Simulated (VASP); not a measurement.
# Cr (P6/mmm) in VASP: further runs

The runs below take Cr through single point, with BLYP.

Program: VASP 6.6.1. These are calculated values, not measurements. Logs are shortened: lines on timing, memory, paths and dates and some standing lists are left out, and cuts for length are marked.

## (1) The cell of the first run

The structure is hexagonal, space group P6/mmm (No. 191). Conventional cell: a = 4.402 Å, b = 4.402 Å, c = 2.366 Å, α = 90.00°, β = 90.00°, γ = 120.00°. Cr (site symmetry 6/mmm) has 14 Cr at 2.37 to 2.80 Å within 3.1 Å. Within 3.1 Å of Cr (site symmetry -6m2) lie 11 Cr at 2.37 to 2.80 Å.

This isn't the form of Cr at room conditions, which is bcc.

## (2) Single point, BLYP (13.24 Å³/atom)

Input file INCAR:

```
SYSTEM = Cr
PREC = Accurate ; ENCUT = 520
EDIFF = 1E-6 ; ISMEAR = -1
SIGMA = 0.1 ; LREAL = .FALSE.
LASPH = .TRUE. ; NELM = 60
ALGO = Normal ; ISIF = 2
LWAVE = .FALSE. ; LCHARG = .FALSE.
GGA = B5 ; ALDAX = 1.0
AGGAX = 1.0 ; AGGAC = 1.0
ALDAC = 0.0 ; NBANDS = 25
```

Input file KPOINTS:

```
Automatic mesh
0
G
  10 10 15
  0 0 0
```

Input file POSCAR:

```
Cr
1.0
    4.4019380967      0.0000000000      0.0000000000
   -2.2009690483      3.8121902176      0.0000000000
    0.0000000000      0.0000000000      2.3663324444
Cr
3
Direct
    1.0000000000      0.0000000000      0.0000000000
    0.3333333333      0.6666666667      0.5000000000
    0.6666666667      0.3333333333      0.5000000000
```

Potentials or basis: VASP PAW PBE potentials, release 64 (Cr_pv).

The run is started by

```sh
cat potpaw_PBE.64/Cr_pv/POTCAR > POTCAR
mpirun -np 1 vasp_std > vasp.out
```

OUTCAR:

```text
SYSTEM = Cr
   PREC = Accurate
   ENCUT = 520
   EDIFF = 1E-6
   ISMEAR = -1
   LREAL = .FALSE.
   LASPH = .TRUE.
   NELM = 60
   ISIF = 2
   GGA = B5

 ion  position               nearest neighbor table
   1  0.000  0.000  0.000-   2 2.80   3 2.80   2 2.80   3 2.80   2 2.80   2 2.80   3 2.80   3 2.80
                             3 2.80   3 2.80   2 2.80   2 2.80
   2  0.333  0.667  0.500-   3 2.54   3 2.54   3 2.54   1 2.80   1 2.80   1 2.80   1 2.80   1 2.80
                             1 2.80
   3  0.667  0.333  0.500-   2 2.54   2 2.54   2 2.54   1 2.80   1 2.80   1 2.80   1 2.80   1 2.80
                             1 2.80

  LATTYP: Found a hexagonal cell.
 ALAT       =     4.4019380967
 C/A-ratio  =     0.5375660431

  Lattice vectors:

 A1 = (   4.4019380967,   0.0000000000,   0.0000000000)
 A2 = (  -2.2009690483,   3.8121902176,   0.0000000000)
 A3 = (   0.0000000000,   0.0000000000,   2.3663324444)

Analysis of symmetry for initial positions (statically):
=====================================================================
 Subroutine PRICEL returns:
 Original cell was already a primitive cell.

 Routine SETGRP: Setting up the symmetry group for a
 hexagonal supercell.

 Subroutine GETGRP returns: Found 24 space group operations
 (whereof 24 operations were pure point group operations)
 out of a pool of 24 trial point group operations.

The static configuration has the point symmetry D_6h.

Analysis of symmetry for dynamics (positions and initial velocities):
=====================================================================
 Subroutine PRICEL returns:
 Original cell was already a primitive cell.

 Routine SETGRP: Setting up the symmetry group for a
 hexagonal supercell.

 Subroutine GETGRP returns: Found 24 space group operations
 (whereof 24 operations were pure point group operations)
 out of a pool of 24 trial point group operations.

The dynamic configuration has the point symmetry D_6h.

 Subroutine INISYM returns: Found 24 space group operations
 (whereof 24 operations are pure point group operations),
 and found     1 'primitive' translations

----------------------------------------------------------------------------------------

                                     Primitive cell

  volume of cell :      39.7095

  direct lattice vectors                    reciprocal lattice vectors
     4.401938097  0.000000000  0.000000000     0.227172663  0.131158198  0.000000000
    -2.200969048  3.812190218  0.000000000     0.000000000  0.262316396  0.000000000
     0.000000000  0.000000000  2.366332444     0.000000000  0.000000000  0.422594890

  length of vectors
     4.401938097  4.401938097  2.366332444     0.262316396  0.262316396  0.422594890

  position of ions in fractional coordinates (direct lattice)
     0.000000000  0.000000000  0.000000000
     0.333333333  0.666666667  0.500000000
     0.666666667  0.333333333  0.500000000

  ion indices of the primitive-cell ions
   primitive index   ion index
                 1           1
                 2           2
                 3           3

----------------------------------------------------------------------------------------

 KPOINTS: Automatic mesh

Automatic generation of k-mesh.
 Grid dimensions read from file:
 generate k-points for:   10   10   15

 Generating k-lattice:

  Cartesian coordinates                     Fractional coordinates (reciprocal lattice)
     0.022717266  0.013115820  0.000000000     0.100000000  0.000000000  0.000000000
     0.000000000  0.026231640  0.000000000     0.000000000  0.100000000  0.000000000
     0.000000000  0.000000000  0.028172993     0.000000000  0.000000000  0.066666667

  Length of vectors
     0.026231640  0.026231640  0.028172993

  Shift w.r.t. Gamma in fractional coordinates (k-lattice)
     0.000000000  0.000000000  0.000000000

 Subroutine IBZKPT returns following result:
 ===========================================

 Found    112 irreducible k-points:

 Following reciprocal coordinates:
            Coordinates               Weight
  0.000000  0.000000  0.000000      1.000000
  0.100000 -0.000000  0.000000      6.000000
  0.200000 -0.000000  0.000000      6.000000
  0.300000  0.000000  0.000000      6.000000
  0.400000  0.000000  0.000000      6.000000
  0.500000 -0.000000  0.000000      3.000000
[... 16 lines left out ...]
  0.300000  0.100000  0.066667     24.000000
  0.400000  0.100000  0.066667     24.000000
 [... further k-points ...]
   k-points           NKPTS =    112   k-points in BZ     NKDIM =    112   number of bands    NBANDS=     25
   number of dos      NEDOS =    301   number of ions     NIONS =      3
   total plane-waves  NPLWV =  23328
   dimension x,y,z NGX =    36 NGY =   36 NGZ =   18
   dimension x,y,z NGXF=    72 NGYF=   72 NGZF=   36
   ions per type =               3
   NGX,Y,Z   is equivalent  to a cutoff of  13.60, 13.60, 12.65 a.u.
   NGXF,Y,Z  is equivalent  to a cutoff of  27.19, 27.19, 25.29 a.u.
 SYSTEM =  Cr
   PREC   = accura    normal or accurate (medium, high low for compatibility)
   ISTART =      0    job   : 0-new  1-cont  2-samecut
   ICHARG =      2    charge: 1-file 2-atom 10-const
   ISPIN  =      1    spin polarized calculation?
   LNONCOLLINEAR =      F non collinear calculations
   LSORBIT =      F    spin-orbit coupling
   LASPH  =      T    aspherical Exc in radial PAW
   ENCUT  =  520.0 eV  38.22 Ry    6.18 a.u.   8.18  8.18  4.40*2*pi/ulx,y,z
   NELM   =     60;   NELMIN=  2; NELMDL= -5     # of ELM steps
   EDIFF  = 0.1E-05   stopping-criterion for ELM
   LREAL  =      F    real-space projection
   EDIFFG = 0.1E-04   stopping-criterion for IOM
   NSW    =      0    number of steps for IOM
   IBRION =     -1    ionic relax: 0-MD 1-quasi-New 2-CG
   NFREE  =      0    steps in history (QN), initial steepest desc. (CG)
   ISIF   =      2    stress and relaxation
   ISYM   =      2    0-nonsym 1-usesym 2-fastsym
   POTIM  = 0.5000    time-step for ionic-motion
   TEBEG  =    0.0;   TEEND  =   0.0 temperature during run
   PSTRESS=    0.0 pullay stress
   NELECT =      36.0000    total number of electrons
   NUPDOWN=      -1.0000    fix difference up-down
   EMIN   =  10.00;   EMAX   =-10.00  energy-range for DOS
   EFERMI =   0.00;   METHOD = LEGACY
   ISMEAR =    -1;   SIGMA  =   0.10  broadening in eV -4-tet -1-fermi 0-gaus
   EFERMI_NEDOS =   21; number of points for ismear=-14 and -15
   IALGO  =     38    algorithm
   IMIX   =      4    mixing-type and parameters
     AMIX     =   0.40;   BMIX     =  1.00
     AMIX_MAG =   1.60;   BMIX_MAG =  1.00
  volume/ion in A,a.u.               =      13.24        89.32
  Fermi-wavevector in a.u.,A,eV,Ry     =   1.584447  2.994170 34.157028  2.510471
  Thomas-Fermi vector in A             =   2.684063
   LORBIT       =      0    0 simple, 1 ext, 2 COOP (PROOUT), +10 PAW based schemes
   GGA     = B5    functional components
   LHFCALC =     F    Hartree Fock is set to
   AEXX    =    0.0000 exact exchange contribution
   IVDW    =     0    specifies the selected vdW correction
   LEPSILON=     F    determine dielectric tensor
   LRPA    =     F    only Hartree local field effects (RPA)
 non-spin polarized calculation
  energy-cutoff  :      520.00
  volume of cell :       39.71
 maximum number of plane-waves:      1095
 NGX is ok and might be reduce to    36
   NGX = 17   NGY = 17   NGZ =  9

 number of electron      36.0000021 magnetization

 Free energy of the ion-electron system (eV)
  ---------------------------------------------------
  ext. energy  EPLUGINS =         0.00000000
  ---------------------------------------------------
  free energy    TOTEN  =       -23.99022440 eV

  energy without entropy =      -23.81625123  energy(sigma->0) =      -23.90323781

 E-fermi :   9.5544     XC(G=0): -12.3065

 val. band max:        9.5535189950   @ k =   0.4000   0.1000   0.4667
 cond. band min:       9.5626133406   @ k =   0.1000   0.1000   0.4667
 fundamental gap:      0.0090943456
 Fermi energy:         9.5543511615

 k-point     1 :       0.0000    0.0000    0.0000
  band No.  band energies     occupation
      1     -33.4001      2.00000
      2     -33.4001      2.00000
      3     -33.3866      2.00000
      4     -33.3866      2.00000
      5     -33.0048      2.00000
      6     -33.0048      2.00000
[... 17 lines left out ...]
     24      11.8165      0.00000
     25      11.8165      0.00000

 k-point     2 :       0.1000   -0.0000    0.0000
  band No.  band energies     occupation
      1     -33.4422      2.00000
      2     -33.4350      2.00000
      3     -33.3423      2.00000
      4     -33.3369      2.00000
      5     -33.0201      2.00000
      6     -33.0069      2.00000
[... 17 lines left out ...]
     24      11.7581      0.00000
     25      11.8061      0.00000

 k-point     3 :       0.2000   -0.0000    0.0000
  band No.  band energies     occupation
      1     -33.4843      2.00000
      2     -33.4522      2.00000
      3     -33.2938      2.00000
      4     -33.2799      2.00000
      5     -33.0612      2.00000
      6     -33.0130      2.00000
[... 17 lines left out ...]
     24      11.5968      0.00000
     25      11.7745      0.00000

 k-point     4 :       0.3000    0.0000    0.0000
  band No.  band energies     occupation
      1     -33.5171      2.00000
      2     -33.4414      2.00000
      3     -33.2517      2.00000
      4     -33.2451      2.00000
      5     -33.1082      2.00000
      6     -33.0219      2.00000
[... 17 lines left out ...]
     24      11.3836      0.00000
     25      11.7207      0.00000
[... 477 lines left out ...]
 k-point    22 :       0.2000    0.1000    0.0667
  band No.  band energies     occupation
      1     -33.4873      2.00000
      2     -33.4557      2.00000
      3     -33.2683      2.00000
      4     -33.2421      2.00000
      5     -33.0930      2.00000
      6     -33.0143      2.00000
[... 17 lines left out ...]
     24      11.3324      0.00000
     25      11.6403      0.00000

 k-point    23 :       0.3000    0.1000    0.0667
  band No.  band energies     occupation
      1     -33.5111      2.00000
      2     -33.4308      2.00000
      3     -33.2651      2.00000
      4     -33.2103      2.00000
      5     -33.1233      2.00000
      6     -33.0213      2.00000
[... 17 lines left out ...]
     24      11.3636      0.00000
     25      11.5642      0.00000

 k-point    24 :       0.4000    0.1000    0.0667
  band No.  band energies     occupation
      1     -33.5237      2.00000
      2     -33.3857      2.00000
      3     -33.3095      2.00000
      4     -33.1953      2.00000
      5     -33.1220      2.00000
      6     -33.0263      2.00000
[... 17 lines left out ...]
     24      11.4695      0.00000
     25      11.5164      0.00000

 [... further k-points ...]
[... 5 lines left out ...]
  --------------------------------------------------------------------------------------
  -------------------------------------------------------------------------------------
  Total       -3.4101433     -3.4101433     -3.5911985     -0.0000000      0.0000000      0.0000000
  in kB     -137.5906601   -137.5906601   -144.8957834     -0.0000000      0.0000000      0.0000000
  external PRESSURE =    -140.0257012 kB  Pullay stress =       0.0000000 kB

 VOLUME and BASIS-vectors are now :
 -----------------------------------------------------------------------------
  energy-cutoff  :      520.00
  volume of cell :       39.71
      direct lattice vectors                 reciprocal lattice vectors
     4.401938097  0.000000000  0.000000000     0.227172663  0.131158198  0.000000000
    -2.200969048  3.812190218  0.000000000     0.000000000  0.262316396  0.000000000
     0.000000000  0.000000000  2.366332444     0.000000000  0.000000000  0.422594890

 POSITION                                       TOTAL-FORCE (eV/Angst)
 -----------------------------------------------------------------------------------
      0.00000      0.00000      0.00000        -0.000000      0.000000     -0.000000
     -0.00000      2.54146      1.18317        -0.000000      0.000000      0.000000
      2.20097      1.27073      1.18317         0.000000     -0.000000     -0.000000
 -----------------------------------------------------------------------------------
    total drift:                                0.000000      0.000000     -0.000000

  FREE ENERGIE OF THE ION-ELECTRON SYSTEM (eV)
  ---------------------------------------------------
  free  energy   TOTEN  =       -23.9902243996 eV

  energy  without entropy=      -23.8162512255  energy(sigma->0) =      -23.90323781
```

It took 67 s on 1 thread of Intel Xeon 6975P-C (Granite Rapids), shared host; peak memory 0.21 GiB.

What came out:

- Free energy: -23.9902 eV
- Pressure: -14.0 GPa
- Band gap on the k mesh: zero (bands 18 and 19 overlap by 0.80 eV)

Levels at points of the mesh, in eV from the Fermi level:
```tsv
k point	band 15	band 16	band 17	band 18	band 19	band 20	band 21	band 22
(0.00, 0.00, 0.00)	-1.75	-1.75	-1.67	-0.30	-0.30	1.17	1.17	1.23
(0.50, 0.00, 0.00)	-1.66	-1.62	-1.36	0.50	0.71	1.10	1.28	1.34
```

Caveat: the cell stands under tension; the PAW data sets were made with another functional, which shifts forces and pressure a little; the run has no spin polarisation, though such a crystal can be magnetic.

[end of part 1 of 2]
